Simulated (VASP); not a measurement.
# H (Immm) in VASP: notebook, part 2 of 2

VASP 6.6.1.

## Step 5: Single point, LDA (strain -0.0150 x Voigt [0, 1, 0, 0, 0, 0])

INCAR reads:

```
SYSTEM = H
PREC     = Accurate       ! precision mode
ENCUT    = 520            ! plane-wave cutoff, eV
EDIFF    = 1E-6           ! SCF threshold, eV
ISMEAR   = 0              ! smearing method
SIGMA    = 0.05           ! smearing width, eV
LREAL    = .False.        ! projectors in reciprocal space
LASPH    = .True.         ! aspherical terms in the spheres
NELM     = 60             ! most SCF steps
ALGO     = Normal         ! electronic algorithm
ISIF     = 2              ! what is computed and relaxed
LWAVE    = .False.        ! write WAVECAR
LCHARG   = .False.        ! write CHGCAR
GGA      = CA             ! functional
NBANDS   = 8              ! bands
```

KPOINTS reads:

```
regular mesh
0
Gamma
  10 10 10
  0 0 0
```

POSCAR reads:

```
H
1.0
   -1.6915344700      1.6661614530      2.0584739900
    1.6915344700     -1.6661614530      2.0584739900
    1.6915344700      1.6661614530     -2.0584739900
H
2
Direct
    0.9098622900      0.9098622900      0.0000000000
    0.0901377100      0.0901377100      0.0000000000
```

Potentials or basis: VASP PAW LDA potentials, release 64 (H).

On the command line:

```console
$ cat potpaw_LDA.64/H/POTCAR > POTCAR
$ mpirun -np 1 vasp_std > vasp.out
```

OUTCAR:

```text
SYSTEM = H
   PREC = Accurate
   ENCUT = 520
   EDIFF = 1E-6
   ISMEAR = 0
   LREAL = .False.
   LASPH = .True.
   NELM = 60
   ISIF = 2
   GGA = CA

 ion  position               nearest neighbor table
   1  0.910  0.910  0.000-   2 0.74
   2  0.090  0.090  0.000-   1 0.74

  LATTYP: Found a body centered orthorhombic cell.
 ALAT       =     3.3323229060
 B/A-ratio  =     1.0152284264
 C/A-ratio  =     1.2354588964

  Lattice vectors:

 A1 = (   1.6915344700,  -1.6661614530,  -2.0584739900)
 A2 = (  -1.6915344700,   1.6661614530,  -2.0584739900)
 A3 = (   1.6915344700,   1.6661614530,   2.0584739900)

Analysis of symmetry for initial positions (statically):
=====================================================================
 Subroutine PRICEL returns:
 Original cell was already a primitive cell.

 Routine SETGRP: Setting up the symmetry group for a
 body centered orthorhombic supercell.

 Subroutine GETGRP returns: Found  8 space group operations
 (whereof  8 operations were pure point group operations)
 out of a pool of  8 trial point group operations.

The static configuration has the point symmetry D_2h.

Analysis of symmetry for dynamics (positions and initial velocities):
=====================================================================
 Subroutine PRICEL returns:
 Original cell was already a primitive cell.

 Routine SETGRP: Setting up the symmetry group for a
 body centered orthorhombic supercell.

 Subroutine GETGRP returns: Found  8 space group operations
 (whereof  8 operations were pure point group operations)
 out of a pool of  8 trial point group operations.

The dynamic configuration has the point symmetry D_2h.

 Subroutine INISYM returns: Found  8 space group operations
 (whereof  8 operations are pure point group operations),
 and found     1 'primitive' translations

----------------------------------------------------------------------------------------

                                     Primitive cell

  volume of cell :      23.2062

  direct lattice vectors                    reciprocal lattice vectors
    -1.691534470  1.666161453  2.058473990     0.000000000  0.300090966  0.242898381
     1.691534470 -1.666161453  2.058473990     0.295589602  0.000000000  0.242898381
     1.691534470  1.666161453 -2.058473990     0.295589602  0.300090966  0.000000000

  length of vectors
     3.142403223  3.142403223  3.142403223     0.386075396  0.382587031  0.421221795

  position of ions in fractional coordinates (direct lattice)
     0.909862290  0.909862290  0.000000000
     0.090137710  0.090137710  0.000000000

  ion indices of the primitive-cell ions
   primitive index   ion index
                 1           1
                 2           2

----------------------------------------------------------------------------------------

 KPOINTS: regular mesh

Automatic generation of k-mesh.
 Grid dimensions read from file:
 generate k-points for:   10   10   10

 Generating k-lattice:

  Cartesian coordinates                     Fractional coordinates (reciprocal lattice)
     0.000000000  0.030009097  0.024289838     0.100000000  0.000000000 -0.000000000
     0.029558960  0.000000000  0.024289838     0.000000000  0.100000000 -0.000000000
     0.029558960  0.030009097  0.000000000     0.000000000  0.000000000  0.100000000

  Length of vectors
     0.038607540  0.038258703  0.042122179

  Shift w.r.t. Gamma in fractional coordinates (k-lattice)
     0.000000000  0.000000000  0.000000000

 Subroutine IBZKPT returns following result:
 ===========================================

 Found    171 irreducible k-points:

 Following reciprocal coordinates:
            Coordinates               Weight
  0.000000  0.000000  0.000000      1.000000
  0.100000 -0.000000  0.000000      4.000000
  0.200000 -0.000000  0.000000      4.000000
  0.300000 -0.000000  0.000000      4.000000
  0.400000  0.000000  0.000000      4.000000
  0.500000  0.000000  0.000000      2.000000
[... 16 lines left out ...]
 -0.400000  0.200000 -0.000000      8.000000
 -0.300000  0.200000 -0.000000      8.000000
 [... further k-points ...]
   k-points           NKPTS =    171   k-points in BZ     NKDIM =    171   number of bands    NBANDS=      8
   number of dos      NEDOS =    301   number of ions     NIONS =      2
   total plane-waves  NPLWV =  13824
   dimension x,y,z NGX =    24 NGY =   24 NGZ =   24
   dimension x,y,z NGXF=    48 NGYF=   48 NGZF=   48
   ions per type =               2
   NGX,Y,Z   is equivalent  to a cutoff of  12.70, 12.70, 12.70 a.u.
   NGXF,Y,Z  is equivalent  to a cutoff of  25.39, 25.39, 25.39 a.u.
 SYSTEM =  H
   PREC   = accura    normal or accurate (medium, high low for compatibility)
   ISTART =      0    job   : 0-new  1-cont  2-samecut
   ICHARG =      2    charge: 1-file 2-atom 10-const
   ISPIN  =      1    spin polarized calculation?
   LNONCOLLINEAR =      F non collinear calculations
   LSORBIT =      F    spin-orbit coupling
   LASPH  =      T    aspherical Exc in radial PAW
   ENCUT  =  520.0 eV  38.22 Ry    6.18 a.u.   5.84  5.84  5.84*2*pi/ulx,y,z
   NELM   =     60;   NELMIN=  2; NELMDL= -5     # of ELM steps
   EDIFF  = 0.1E-05   stopping-criterion for ELM
   LREAL  =      F    real-space projection
   EDIFFG = 0.1E-04   stopping-criterion for IOM
   NSW    =      0    number of steps for IOM
   IBRION =     -1    ionic relax: 0-MD 1-quasi-New 2-CG
   NFREE  =      0    steps in history (QN), initial steepest desc. (CG)
   ISIF   =      2    stress and relaxation
   ISYM   =      2    0-nonsym 1-usesym 2-fastsym
   POTIM  = 0.5000    time-step for ionic-motion
   TEBEG  =    0.0;   TEEND  =   0.0 temperature during run
   PSTRESS=    0.0 pullay stress
   NELECT =       2.0000    total number of electrons
   NUPDOWN=      -1.0000    fix difference up-down
   EMIN   =  10.00;   EMAX   =-10.00  energy-range for DOS
   EFERMI =   0.00;   METHOD = LEGACY
   ISMEAR =     0;   SIGMA  =   0.05  broadening in eV -4-tet -1-fermi 0-gaus
   EFERMI_NEDOS =   21; number of points for ismear=-14 and -15
   IALGO  =     38    algorithm
   IMIX   =      4    mixing-type and parameters
     AMIX     =   0.40;   BMIX     =  1.00
     AMIX_MAG =   1.60;   BMIX_MAG =  1.00
  volume/ion in A,a.u.               =      11.60        78.30
  Fermi-wavevector in a.u.,A,eV,Ry     =   0.723131  1.366520  7.114740  0.522919
  Thomas-Fermi vector in A             =   1.813270
   LORBIT       =      0    0 simple, 1 ext, 2 COOP (PROOUT), +10 PAW based schemes
   GGA     = CA    functional components
   LHFCALC =     F    Hartree Fock is set to
   AEXX    =    0.0000 exact exchange contribution
   IVDW    =     0    specifies the selected vdW correction
   LEPSILON=     F    determine dielectric tensor
   LRPA    =     F    only Hartree local field effects (RPA)
 non-spin polarized calculation
 Gauss-broadening in eV      SIGMA  =   0.05
  energy-cutoff  :      520.00
  volume of cell :       23.21
 maximum number of plane-waves:       636
   NGX = 11   NGY = 11   NGZ = 11

 number of electron       2.0000000 magnetization

 Free energy of the ion-electron system (eV)
  ---------------------------------------------------
  ext. energy  EPLUGINS =         0.00000000
  ---------------------------------------------------
  free energy    TOTEN  =        -6.76737674 eV

  energy without entropy =       -6.76737674  energy(sigma->0) =       -6.76737674

 E-fermi :  -7.7340     XC(G=0):  -5.9507

 val. band max:       -7.9953421486   @ k =   0.5000   0.5000   0.5000
 cond. band min:       0.2429324841   @ k =   0.0000   0.5000  -0.0000
 fundamental gap:      8.2382746327
 Fermi energy:        -7.7339583839

 k-point     1 :       0.0000    0.0000    0.0000
  band No.  band energies     occupation
      1     -10.6230      2.00000
      2       5.1746      0.00000
      3       9.0345      0.00000
      4      15.1062      0.00000
      5      15.3642      0.00000
      6      16.8733      0.00000
      7      17.2469      0.00000
      8      18.4777      0.00000
[... 243 lines left out ...]
 k-point    24 :      -0.3000    0.2000   -0.0000
  band No.  band energies     occupation
      1      -9.6754      2.00000
      2       3.1869      0.00000
      3       7.0850      0.00000
      4      10.7561      0.00000
      5      11.7850      0.00000
      6      14.6087      0.00000
      7      17.5377      0.00000
      8      20.6885      0.00000

 [... further k-points ...]
[... 5 lines left out ...]
  --------------------------------------------------------------------------------------
  -------------------------------------------------------------------------------------
  Total       -0.1321826     -0.1303268      0.5934970     -0.0000000      0.0000000      0.0000000
  in kB       -9.1260223     -8.9978973     40.9756466     -0.0000000      0.0000000      0.0000000
  external PRESSURE =       7.6172423 kB  Pullay stress =       0.0000000 kB

 VOLUME and BASIS-vectors are now :
 -----------------------------------------------------------------------------
  energy-cutoff  :      520.00
  volume of cell :       23.21
      direct lattice vectors                 reciprocal lattice vectors
    -1.691534470  1.666161453  2.058473990     0.000000000  0.300090966  0.242898381
     1.691534470 -1.666161453  2.058473990     0.295589602  0.000000000  0.242898381
     1.691534470  1.666161453 -2.058473990     0.295589602  0.300090966  0.000000000

 POSITION                                       TOTAL-FORCE (eV/Angst)
 -----------------------------------------------------------------------------------
      0.00000      0.00000      3.74586         0.000000     -0.000000     -0.973134
      0.00000      0.00000      0.37109        -0.000000      0.000000      0.973134
 -----------------------------------------------------------------------------------
    total drift:                               -0.000000      0.000000      0.000000

  FREE ENERGIE OF THE ION-ELECTRON SYSTEM (eV)
  ---------------------------------------------------
  free  energy   TOTEN  =        -6.7673767356 eV

  energy  without entropy=       -6.7673767356  energy(sigma->0) =       -6.76737674
```

Wall time 10 s (1 thread of Intel Xeon Platinum 8375C at 2.90GHz (Ice Lake), shared host); peak memory 0.13 GiB.

Results:

```
Free energy            : -6.7674 eV
Pressure               : 0.8 GPa
Largest force          : 0.973 eV/Å
Band gap on the k mesh : 8.24 eV, indirect (least direct gap 9.15 eV)
```

Forces in eV/Å, atoms in the order of the input:
```
H    0.000  0.000 -0.973
H    0.000  0.000  0.973
```

Caveat: the cell differs from its parent crystal (strain -0.0150 x Voigt [0, 1, 0, 0, 0, 0]). A k mesh can miss the band edges.

## Step 6: The runs side by side

```csv
cell,gap on the mesh (eV),pressure (GPa),largest force (eV/Å)
"a = 3.103 Å, angles 113.9, 118.3, 96.9°, 2 atoms",8.06,0.8,0.98
"a = 3.116 Å, angles 114.2, 117.5, 97.3°, 2 atoms",8.12,0.8,0.98
"a = 3.129 Å, angles 114.6, 116.7, 97.7°, 2 atoms",8.18,0.8,0.97
"a = 3.142 Å, angles 114.9, 116.0, 98.2°, 2 atoms",8.24,0.8,0.97
```

Alike in all rows: task single point; level LDA; potentials or basis VASP PAW LDA potentials, release 64 (H); no spin polarisation; k mesh 10 × 10 × 10; cutoff (eV) 520; smearing gaussian 0.05 eV.

Total energies depend on the potentials used, so only differences within one code and one set of settings carry meaning.
